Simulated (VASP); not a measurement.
Input of a VASP 6.6.1 run:

Contents of INCAR:

```
SYSTEM = C
ALGO = Normal
EDIFF = 1E-6
ENCUT = 520
GGA = PS
ISIF = 2
ISMEAR = 0
LASPH = .TRUE.
LCHARG = .TRUE.
LELF = .TRUE.
LREAL = .FALSE.
LVHAR = .TRUE.
LWAVE = .FALSE.
NBANDS = 16
NELM = 60
PREC = Accurate
SIGMA = 0.01
```

The input KPOINTS:

```
k-points
0
G
  9 9 6
  0 0 0
```

The input POSCAR:

```
C
1.0
    2.4737402487      0.0000000000      0.0000000000
   -1.2368701244      2.1423218978      0.0000000000
    0.0000000000      0.0000000000      4.1189829197
C
4
Direct
    0.3333333333      0.6666666667     -0.0000853171
    0.6666666667      0.3333333333      0.4999146829
    0.3333333333      0.6666666667      0.3740853171
    0.6666666667      0.3333333333      0.8740853171
```

Potentials or basis: VASP PAW PBE potentials, release 64 (C).

The run is started by

```bash
$ cat potpaw_PBE.64/C/POTCAR > POTCAR
$ mpirun -np 1 vasp_std > vasp.out
```

**Question.** What does it give for the band gap on the k mesh?

**Answer.** 2.92 eV, indirect (least direct gap 4.96 eV).

**Question.** What does it give for the largest force?

**Answer.** 0.006 eV/Å.

**Question.** Estimate the pressure.

**Answer.** 15.7 GPa.

Forces on the atoms (eV/Å):
```
C    0.000  0.000  0.006
C    0.000  0.000  0.006
C    0.000  0.000 -0.006
C    0.000  0.000 -0.006
```

Caveat: the PAW data sets were made with another functional, which shifts forces and pressure a little. A k mesh can miss the band edges.
